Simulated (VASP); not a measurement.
# CdS (ke600) (F-43m) in VASP: a series of runs

CdS (ke600) is run at these levels: LDA; tasks: single point, relaxation of cell and atoms.

Everything below comes from runs of VASP 6.6.1. Logs are shortened: lines on timing, memory, paths and dates and some standing lists are left out, and cuts for length are marked.

## Step 1: The cell of the first run

It takes space group F-43m (No. 216, cubic). Conventional cell: a = 5.886 Å, b = 5.886 Å, c = 5.886 Å, α = 90.00°, β = 90.00°, γ = 90.00°. Cd (site symmetry -43m) has 4 S at 2.55 Å within 3.4 Å. Within 3.4 Å of S (site symmetry -43m) lie 4 Cd at 2.55 Å.

## Step 2: Single point, LDA

The input, INCAR:

```
ALGO = Normal ; EDIFF = 1E-6
ENCUT = 520 ; ISIF = 2
ISMEAR = 0 ; LASPH = T
LCHARG = T ; LELF = T
LREAL = F ; LVHAR = T
LWAVE = F ; NBANDS = 16
NELM = 100 ; PREC = Accurate
SIGMA = 0.1
```

The input, KPOINTS:

```
k-points
0
Gamma
  6 6 6
```

The input, POSCAR:

```
CdS
1.0
    0.0000000000      2.9429534600      2.9429534600
    2.9429534600      0.0000000000      2.9429534600
    2.9429534600      2.9429534600      0.0000000000
Cd S
1 1
Direct
    0.0000000000      0.0000000000      0.0000000000
    0.7500000000      0.7500000000      0.7500000000
```

Potentials or basis: VASP PAW LDA potentials, release 64 (Cd, S).

Command:

```sh
$ cat potpaw_LDA.64/Cd/POTCAR potpaw_LDA.64/S/POTCAR > POTCAR
$ mpirun -np 1 vasp_std > vasp.out
```

OUTCAR:

```text
EDIFF = 1E-6
   ENCUT = 520
   ISIF = 2
   ISMEAR = 0
   LASPH = T
   LREAL = F
   NELM = 100
   PREC = Accurate

 ion  position               nearest neighbor table
   1  0.000  0.000  0.000-   2 2.55   2 2.55   2 2.55   2 2.55
   2  0.750  0.750  0.750-   1 2.55   1 2.55   1 2.55   1 2.55

  LATTYP: Found a face centered cubic cell.
 ALAT       =     5.8859069200

  Lattice vectors:

 A1 = (   0.0000000000,   2.9429534600,   2.9429534600)
 A2 = (   2.9429534600,   0.0000000000,   2.9429534600)
 A3 = (   2.9429534600,   2.9429534600,   0.0000000000)

Analysis of symmetry for initial positions (statically):
=====================================================================
 Subroutine PRICEL returns:
 Original cell was already a primitive cell.

 Routine SETGRP: Setting up the symmetry group for a
 face centered cubic supercell.

 Subroutine GETGRP returns: Found 24 space group operations
 (whereof 24 operations were pure point group operations)
 out of a pool of 48 trial point group operations.

The static configuration has the point symmetry T_d .

Analysis of symmetry for dynamics (positions and initial velocities):
=====================================================================
 Subroutine PRICEL returns:
 Original cell was already a primitive cell.

 Routine SETGRP: Setting up the symmetry group for a
 face centered cubic supercell.

 Subroutine GETGRP returns: Found 24 space group operations
 (whereof 24 operations were pure point group operations)
 out of a pool of 48 trial point group operations.

The dynamic configuration has the point symmetry T_d .

 Subroutine INISYM returns: Found 24 space group operations
 (whereof 24 operations are pure point group operations),
 and found     1 'primitive' translations

----------------------------------------------------------------------------------------

                                     Primitive cell

  volume of cell :      50.9777

  direct lattice vectors                    reciprocal lattice vectors
     0.000000000  2.942953460  2.942953460    -0.169897352  0.169897352  0.169897352
     2.942953460  0.000000000  2.942953460     0.169897352 -0.169897352  0.169897352
     2.942953460  2.942953460  0.000000000     0.169897352  0.169897352 -0.169897352

  length of vectors
     4.161964697  4.161964697  4.161964697     0.294270846  0.294270846  0.294270846

  position of ions in fractional coordinates (direct lattice)
     0.000000000  0.000000000  0.000000000
     0.750000000  0.750000000  0.750000000

  ion indices of the primitive-cell ions
   primitive index   ion index
                 1           1
                 2           2

----------------------------------------------------------------------------------------

 KPOINTS: k-points

Automatic generation of k-mesh.
 Grid dimensions read from file:
 generate k-points for:    6    6    6

 Generating k-lattice:

  Cartesian coordinates                     Fractional coordinates (reciprocal lattice)
    -0.028316225  0.028316225  0.028316225     0.166666667  0.000000000  0.000000000
     0.028316225 -0.028316225  0.028316225     0.000000000  0.166666667  0.000000000
     0.028316225  0.028316225 -0.028316225     0.000000000  0.000000000  0.166666667

  Length of vectors
     0.049045141  0.049045141  0.049045141

  Shift w.r.t. Gamma in fractional coordinates (k-lattice)
     0.000000000  0.000000000  0.000000000

 Subroutine IBZKPT returns following result:
 ===========================================

 Found     16 irreducible k-points:

 Following reciprocal coordinates:
            Coordinates               Weight
  0.000000  0.000000  0.000000      1.000000
  0.166667  0.000000  0.000000      8.000000
  0.333333  0.000000  0.000000      8.000000
  0.500000  0.000000  0.000000      4.000000
  0.166667  0.166667  0.000000      6.000000
  0.333333  0.166667  0.000000     24.000000
[... 8 lines left out ...]
 -0.333333  0.333333  0.166667     24.000000
 -0.333333  0.500000  0.166667     12.000000
   k-points           NKPTS =     16   k-points in BZ     NKDIM =     16   number of bands    NBANDS=     16
   number of dos      NEDOS =    301   number of ions     NIONS =      2
   total plane-waves  NPLWV =  32768
   dimension x,y,z NGX =    32 NGY =   32 NGZ =   32
   dimension x,y,z NGXF=    64 NGYF=   64 NGZF=   64
   ions per type =               1   1
   NGX,Y,Z   is equivalent  to a cutoff of  12.78, 12.78, 12.78 a.u.
   NGXF,Y,Z  is equivalent  to a cutoff of  25.56, 25.56, 25.56 a.u.
 SYSTEM =  unknown system
   PREC   = accura    normal or accurate (medium, high low for compatibility)
   ISTART =      0    job   : 0-new  1-cont  2-samecut
   ICHARG =      2    charge: 1-file 2-atom 10-const
   ISPIN  =      1    spin polarized calculation?
   LNONCOLLINEAR =      F non collinear calculations
   LSORBIT =      F    spin-orbit coupling
   LASPH  =      T    aspherical Exc in radial PAW
   ENCUT  =  520.0 eV  38.22 Ry    6.18 a.u.   7.74  7.74  7.74*2*pi/ulx,y,z
   NELM   =    100;   NELMIN=  2; NELMDL= -5     # of ELM steps
   EDIFF  = 0.1E-05   stopping-criterion for ELM
   LREAL  =      F    real-space projection
   EDIFFG = 0.1E-04   stopping-criterion for IOM
   NSW    =      0    number of steps for IOM
   IBRION =     -1    ionic relax: 0-MD 1-quasi-New 2-CG
   NFREE  =      0    steps in history (QN), initial steepest desc. (CG)
   ISIF   =      2    stress and relaxation
   ISYM   =      2    0-nonsym 1-usesym 2-fastsym
   POTIM  = 0.5000    time-step for ionic-motion
   TEBEG  =    0.0;   TEEND  =   0.0 temperature during run
   PSTRESS=    0.0 pullay stress
   NELECT =      18.0000    total number of electrons
   NUPDOWN=      -1.0000    fix difference up-down
   EMIN   =  10.00;   EMAX   =-10.00  energy-range for DOS
   EFERMI =   0.00;   METHOD = LEGACY
   ISMEAR =     0;   SIGMA  =   0.10  broadening in eV -4-tet -1-fermi 0-gaus
   EFERMI_NEDOS =   21; number of points for ismear=-14 and -15
   IALGO  =     38    algorithm
   IMIX   =      4    mixing-type and parameters
     AMIX     =   0.40;   BMIX     =  1.00
     AMIX_MAG =   1.60;   BMIX_MAG =  1.00
  volume/ion in A,a.u.               =      25.49       172.01
  Fermi-wavevector in a.u.,A,eV,Ry     =   1.157104  2.186609 18.216690  1.338889
  Thomas-Fermi vector in A             =   2.293718
   LORBIT       =      0    0 simple, 1 ext, 2 COOP (PROOUT), +10 PAW based schemes
   GGA     = CA    functional components
   LHFCALC =     F    Hartree Fock is set to
   AEXX    =    0.0000 exact exchange contribution
   IVDW    =     0    specifies the selected vdW correction
   LEPSILON=     F    determine dielectric tensor
   LRPA    =     F    only Hartree local field effects (RPA)
 non-spin polarized calculation
 Gauss-broadening in eV      SIGMA  =   0.10
  energy-cutoff  :      520.00
  volume of cell :       50.98
 maximum number of plane-waves:      1384
   NGX = 15   NGY = 15   NGZ = 15

 number of electron      18.0000005 magnetization

 Free energy of the ion-electron system (eV)
  ---------------------------------------------------
  ext. energy  EPLUGINS =         0.00000000
  ---------------------------------------------------
  free energy    TOTEN  =        -7.37183957 eV

  energy without entropy =       -7.37183957  energy(sigma->0) =       -7.37183957

 E-fermi :   1.3059     XC(G=0):  -9.4632

 val. band max:        0.8971108860   @ k =   0.0000   0.0000   0.0000
 cond. band min:       1.7281617308   @ k =   0.0000   0.0000   0.0000
 fundamental gap:      0.8310508448
 Fermi energy:         1.3059139052

 k-point     1 :       0.0000    0.0000    0.0000
  band No.  band energies     occupation
      1     -11.2948      2.00000
      2      -6.7850      2.00000
      3      -6.7850      2.00000
      4      -6.7850      2.00000
      5      -6.3364      2.00000
      6      -6.3364      2.00000
[... 8 lines left out ...]
     15      12.2937      0.00000
     16      12.2937      0.00000

 k-point     2 :       0.1667    0.0000    0.0000
  band No.  band energies     occupation
      1     -11.1907      2.00000
      2      -6.7495      2.00000
      3      -6.7495      2.00000
      4      -6.6902      2.00000
      5      -6.3373      2.00000
      6      -6.3373      2.00000
[... 8 lines left out ...]
     15      11.4532      0.00000
     16      12.3249      0.00000

 k-point     3 :       0.3333    0.0000    0.0000
  band No.  band energies     occupation
      1     -10.9813      2.00000
      2      -6.6919      2.00000
      3      -6.6919      2.00000
      4      -6.3382      2.00000
      5      -6.3211      2.00000
      6      -6.3211      2.00000
[... 8 lines left out ...]
     15      11.8493      0.00000
     16      11.8493      0.00000

 k-point     4 :       0.5000    0.0000    0.0000
  band No.  band energies     occupation
      1     -10.8773      2.00000
      2      -6.6723      2.00000
      3      -6.6723      2.00000
      4      -6.3014      2.00000
      5      -6.3014      2.00000
      6      -5.9751      2.00000
[... 8 lines left out ...]
     15      13.3103      0.00000
     16      13.3103      0.00000

 k-point     5 :       0.1667    0.1667    0.0000
  band No.  band energies     occupation
      1     -11.1564      2.00000
      2      -6.7131      2.00000
      3      -6.7131      2.00000
      4      -6.7091      2.00000
      5      -6.3600      2.00000
      6      -6.3160      2.00000
[... 8 lines left out ...]
     15      12.4793      0.00000
     16      13.8141      0.00000

 k-point     6 :       0.3333    0.1667    0.0000
  band No.  band energies     occupation
      1     -10.9832      2.00000
      2      -6.6755      2.00000
      3      -6.6443      2.00000
      4      -6.4936      2.00000
      5      -6.3126      2.00000
      6      -6.2976      2.00000
[... 8 lines left out ...]
     15      12.6607      0.00000
     16      13.5312      0.00000

 k-point     7 :       0.5000    0.1667    0.0000
  band No.  band energies     occupation
      1     -10.8463      2.00000
      2      -6.6516      2.00000
      3      -6.6176      2.00000
      4      -6.3661      2.00000
      5      -6.2955      2.00000
      6      -5.9566      2.00000
[... 8 lines left out ...]
     15      13.3753      0.00000
     16      13.4492      0.00000

 k-point     8 :      -0.3333    0.1667    0.0000
  band No.  band energies     occupation
      1     -10.8801      2.00000
      2      -6.6524      2.00000
      3      -6.6414      2.00000
      4      -6.3408      2.00000
      5      -6.3350      2.00000
      6      -6.0687      2.00000
[... 8 lines left out ...]
     15      12.6279      0.00000
     16      13.6027      0.00000

 k-point     9 :      -0.1667    0.1667    0.0000
  band No.  band energies     occupation
      1     -11.0519      2.00000
      2      -6.7073      2.00000
      3      -6.6873      2.00000
      4      -6.5320      2.00000
      5      -6.3552      2.00000
      6      -6.3022      2.00000
[... 8 lines left out ...]
     15      12.0241      0.00000
     16      13.9060      0.00000

 k-point    10 :       0.3333    0.3333    0.0000
  band No.  band energies     occupation
      1     -10.8819      2.00000
      2      -6.5714      2.00000
      3      -6.5512      2.00000
      4      -6.5512      2.00000
      5      -6.2750      2.00000
      6      -6.2315      2.00000
[... 8 lines left out ...]
     15      12.9386      0.00000
     16      15.8943      0.00000

 k-point    11 :       0.5000    0.3333    0.0000
  band No.  band energies     occupation
      1     -10.7819      2.00000
      2      -6.5899      2.00000
      3      -6.5087      2.00000
      4      -6.4631      2.00000
      5      -6.2746      2.00000
      6      -5.9263      2.00000
[... 8 lines left out ...]
     15      13.5116      0.00000
     16      14.3562      0.00000

 k-point    12 :      -0.3333    0.3333    0.0000
  band No.  band energies     occupation
      1     -10.7822      2.00000
      2      -6.6164      2.00000
      3      -6.5471      2.00000
      4      -6.3857      2.00000
      5      -6.3157      2.00000
      6      -5.8073      2.00000
[... 8 lines left out ...]
     15      12.1117      0.00000
     16      15.2873      0.00000

 k-point    13 :       0.5000    0.5000    0.0000
  band No.  band energies     occupation
      1     -10.7487      2.00000
      2      -6.5841      2.00000
      3      -6.4588      2.00000
      4      -6.4588      2.00000
      5      -6.2544      2.00000
      6      -5.9124      2.00000
[... 8 lines left out ...]
     15      13.2377      0.00000
     16      14.2457      0.00000

 k-point    14 :       0.5000    0.3333    0.1667
  band No.  band energies     occupation
      1     -10.8480      2.00000
      2      -6.6088      2.00000
      3      -6.5997      2.00000
      4      -6.4270      2.00000
      5      -6.2994      2.00000
      6      -6.0553      2.00000
[... 8 lines left out ...]
     15      13.6198      0.00000
     16      13.9639      0.00000

 k-point    15 :      -0.3333    0.3333    0.1667
  band No.  band energies     occupation
      1     -10.7821      2.00000
      2      -6.6053      2.00000
      3      -6.5639      2.00000
      4      -6.3765      2.00000
      5      -6.3191      2.00000
      6      -5.8057      2.00000
[... 8 lines left out ...]
     15      13.1007      0.00000
     16      14.0598      0.00000

 k-point    16 :      -0.3333    0.5000    0.1667
  band No.  band energies     occupation
      1     -10.7500      2.00000
      2      -6.5695      2.00000
      3      -6.5325      2.00000
      4      -6.4104      2.00000
      5      -6.2968      2.00000
      6      -5.7770      2.00000
[... 8 lines left out ...]
     15      13.9255      0.00000
     16      13.9660      0.00000

------------------------ aborting loop because EDIFF is reached ----------------------------------------

  FORCE on cell =-STRESS in cart. coord.  units (eV):
  Direction    XX          YY          ZZ          XY          YZ          ZX
  --------------------------------------------------------------------------------------
  -------------------------------------------------------------------------------------
  Total       -1.1050148     -1.1050148     -1.1050148     -0.0000000     -0.0000000     -0.0000000
  in kB      -34.7294970    -34.7294970    -34.7294970     -0.0000000     -0.0000000     -0.0000000
  external PRESSURE =     -34.7294970 kB  Pullay stress =       0.0000000 kB

 VOLUME and BASIS-vectors are now :
 -----------------------------------------------------------------------------
  energy-cutoff  :      520.00
  volume of cell :       50.98
      direct lattice vectors                 reciprocal lattice vectors
     0.000000000  2.942953460  2.942953460    -0.169897352  0.169897352  0.169897352
     2.942953460  0.000000000  2.942953460     0.169897352 -0.169897352  0.169897352
     2.942953460  2.942953460  0.000000000     0.169897352  0.169897352 -0.169897352

 POSITION                                       TOTAL-FORCE (eV/Angst)
 -----------------------------------------------------------------------------------
      0.00000      0.00000      0.00000         0.000000      0.000000      0.000000
      4.41443      4.41443      4.41443        -0.000000     -0.000000     -0.000000
 -----------------------------------------------------------------------------------
    total drift:                               -0.000000     -0.000000     -0.000000

  FREE ENERGIE OF THE ION-ELECTRON SYSTEM (eV)
  ---------------------------------------------------
  free  energy   TOTEN  =        -7.3718395717 eV

  energy  without entropy=       -7.3718395716  energy(sigma->0) =       -7.37183957
```

It took 5.6 s on 1 thread of Intel Xeon 6975P-C (Granite Rapids), shared host; peak memory 0.15 GiB.

Results:

- Free energy: -7.3718 eV
- Pressure: -3.5 GPa
- Band gap on the k mesh: 0.83 eV, direct

## Step 3: Single point, LDA

This run uses another cell than the first one, of 23.85 Å³/atom, 0.936 times its volume.

The input, INCAR:

```
SYSTEM = CdS
  PREC = Accurate
  ENCUT = 520
  EDIFF = 1E-7
  ISMEAR = 0
  SIGMA = 0.02
  LREAL = .False.
  LASPH = .True.
  NELM = 80
  ALGO = Normal
  ISIF = 2
  LWAVE = .False.
  LCHARG = .False.
  NBANDS = 16
```

The input, KPOINTS:

```
regular mesh
0
Gamma
  8 8 8
  0 0 0
```

The input, POSCAR:

```
CdS
1.0
    0.0000000000      2.8784522477      2.8784522477
    2.8784522477      0.0000000000      2.8784522477
    2.8784522477      2.8784522477      0.0000000000
Cd S
1 1
Direct
    0.0000000000      0.0000000000      0.0000000000
    0.7500000000      0.7500000000      0.7500000000
```

Potentials or basis: VASP PAW LDA potentials, release 64 (Cd, S).

Command:

```sh
$ cat potpaw_LDA.64/Cd/POTCAR potpaw_LDA.64/S/POTCAR > POTCAR
$ mpirun -np 1 vasp_std > vasp.out
```

It took 12 s on 1 thread of Intel Xeon 6975P-C (Granite Rapids), shared host; peak memory 0.15 GiB.

Results (log left out):

- Free energy: -7.4067 eV
- Pressure: 0.5 GPa
- Band gap on the k mesh: 0.98 eV, direct

Levels at points of the mesh, in eV from the valence-band top:
```csv
k point,band 6,band 7,band 8,band 9,band 10,band 11,band 12,band 13
"(0.00, 0.00, 0.00)",-7.40,0.00,0.00,0.00,0.98,6.35,6.35,6.35
"(0.50, 0.00, 0.00)",-6.98,-4.77,-0.83,-0.83,2.84,6.84,6.84,7.34
"(0.50, 0.50, 0.00)",-6.91,-4.23,-2.07,-2.07,3.24,4.21,9.13,10.78
```

Expect the measured gap to be larger: semilocal functionals such as LDA lack the derivative discontinuity.

## Step 4: Relaxation of cell and atoms, LDA

The input, INCAR:

```
SYSTEM = CdS
  PREC = Accurate
  ENCUT = 600
  EDIFF = 1E-7
  ISMEAR = 0
  SIGMA = 0.02
  LREAL = .False.
  LASPH = .True.
  NELM = 80
  ALGO = Normal
  ISIF = 3
  LWAVE = .False.
  LCHARG = .False.
  IBRION = 2
  NSW = 100
  EDIFFG = -0.002
```

The input, KPOINTS:

```
Automatic mesh
0
Gamma
  8 8 8
  0 0 0
```

The input, POSCAR:

```
CdS
1.0
    0.0000000000      2.9429534600      2.9429534600
    2.9429534600      0.0000000000      2.9429534600
    2.9429534600      2.9429534600      0.0000000000
Cd S
1 1
Direct
    0.0000000000      0.0000000000      0.0000000000
    0.7500000000      0.7500000000      0.7500000000
```

Command:

```sh
$ cat potpaw_LDA.64/Cd/POTCAR potpaw_LDA.64/S/POTCAR > POTCAR
$ mpirun -np 1 vasp_std > vasp.out
```

Run time: 27 s. Hardware: 1 thread of Intel Xeon 6975P-C (Granite Rapids), shared host; peak memory 0.19 GiB.

Results (log left out):

```yaml
Free_energy: -7.4083 eV
Relaxed_volume: 24.03 Å³/atom
Relaxed_cell: a = 4.081 Å, b = 4.081 Å, c = 4.081 Å, α = 60.00°, β = 60.00°, γ = 60.00°
Space_group_after_relaxing_to_0.05_Å: F-43m (No. 216)
Energy_gained_by_relaxing: 16.9 meV/atom
Ionic_steps: 3
Pressure_after_relaxing: 0.0 GPa
Band_gap_on_the_k_mesh: 0.96 eV, direct
```

Step by step:
```tsv
step	energy change (eV)	largest force (eV/Å)	pressure (GPa)	volume (Å³)
1	0.0000	0.0000	-3.51	50.98
2	-0.0285	0.0000	1.64	46.97
3	-0.0339	0.0000	0.00	48.05
```

Final structure:
```xyz
2
Lattice="0.0000 2.8855 2.8855 2.8855 0.0000 2.8855 2.8855 2.8855 0.0000" Properties=species:S:1:pos:R:3 pbc="T T T"
Cd    0.0000    0.0000    0.0000
S     4.3283    4.3283    4.3283
```

Levels at points of the mesh, in eV from the valence-band top:
```tsv
k point	band 7	band 8	band 9	band 10	band 11	band 12
(0.00, 0.00, 0.00)	0.00	0.00	0.00	0.96	6.35	6.35
(0.50, 0.00, 0.00)	-4.72	-0.82	-0.82	2.83	6.84	6.84
(0.50, 0.50, 0.00)	-4.20	-2.04	-2.04	3.25	4.20	9.10
```

## Step 5: The runs side by side

| task | cell | k mesh | cutoff (eV) | smearing | gap on the mesh (eV) | pressure (GPa) |
| --- | --- | --- | --- | --- | --- | --- |
| single point | a = 4.162 Å, angles 60.0°, 2 atoms | 6 × 6 × 6 | 520 | gaussian 0.1 eV | 0.83 | -3.5 |
| single point | a = 4.071 Å, angles 60.0°, 2 atoms | 8 × 8 × 8 | 520 | gaussian 0.02 eV | 0.98 | 0.5 |
| relaxation of cell and atoms | relaxed from a = 4.162 Å, angles 60.0°, 2 atoms | 8 × 8 × 8 | 600 | gaussian 0.02 eV | 0.96 | 0.0 |

Alike in all rows: level LDA; potentials or basis VASP PAW LDA potentials, release 64 (Cd, S); no spin polarisation.

Total energies depend on the potentials used, so only differences within one code and one set of settings carry meaning.
